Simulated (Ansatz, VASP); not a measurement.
MoS2 in VASP and in Ansatz

```
Mo S
1.0
     6.28278   -5.44104    0.00000
     1.57069    8.16157    0.00000
     0.00000    0.00000   12.58509
Mo S
14 28
Direct
  0.19048 0.23810 0.25000
  0.90476 0.38095 0.25000
  0.61905 0.52381 0.25000
  0.33333 0.66667 0.25000
  0.04762 0.80952 0.25000
  0.76190 0.95238 0.25000
  0.47619 0.09524 0.25000
  0.95238 0.19048 0.75000
  0.66667 0.33333 0.75000
  0.38095 0.47619 0.75000
  0.09524 0.61905 0.75000
  0.80952 0.76190 0.75000
  0.52381 0.90476 0.75000
  0.23810 0.04762 0.75000
  0.19048 0.23810 0.62612
  0.90476 0.38095 0.62612
  0.61905 0.52381 0.62612
  0.33333 0.66667 0.62612
  0.04762 0.80952 0.62612
  0.76190 0.95238 0.62612
  0.47619 0.09524 0.62612
  0.95238 0.19048 0.37388
  0.66667 0.33333 0.37388
  0.38095 0.47619 0.37388
  0.09524 0.61905 0.37388
  0.80952 0.76190 0.37388
  0.52381 0.90476 0.37388
  0.23810 0.04762 0.37388
  0.19048 0.23810 0.87388
  0.90476 0.38095 0.87388
  0.61905 0.52381 0.87388
  0.33333 0.66667 0.87388
  0.04762 0.80952 0.87388
  0.76190 0.95238 0.87388
  0.47619 0.09524 0.87388
  0.95238 0.19048 0.12612
  0.66667 0.33333 0.12612
  0.38095 0.47619 0.12612
  0.09524 0.61905 0.12612
  0.80952 0.76190 0.12612
  0.52381 0.90476 0.12612
  0.23810 0.04762 0.12612
```

Alike in both runs: task single point; functional PBEsol; k mesh 2 × 2 × 2; occupations gaussian, width 0.01 eV; no spin polarisation.

```csv
,VASP,Ansatz
version,VASP 6.6.1,Ansatz 0.2.0
potentials or method,"VASP PAW PBE potentials, release 64 (Mo_sv, S), cutoff 520 eV","scalar-relativistic, plane waves, PAW"
valence electrons in the cell,364,364
```

```csv
,VASP,Ansatz,Ansatz less VASP
gap on the k mesh at the Fermi level (eV),1.24,1.23,-0.016
least direct gap on the mesh (eV),1.24,1.23,-0.016
pressure (GPa),0.0,0.0,+0.02
```

VASP's potentials were made for PBE, not for PBEsol. With one functional, cell and mesh, what is left measures potentials, basis and numerics.

The k mesh is coarse, so the values compare programs but aren't converged.
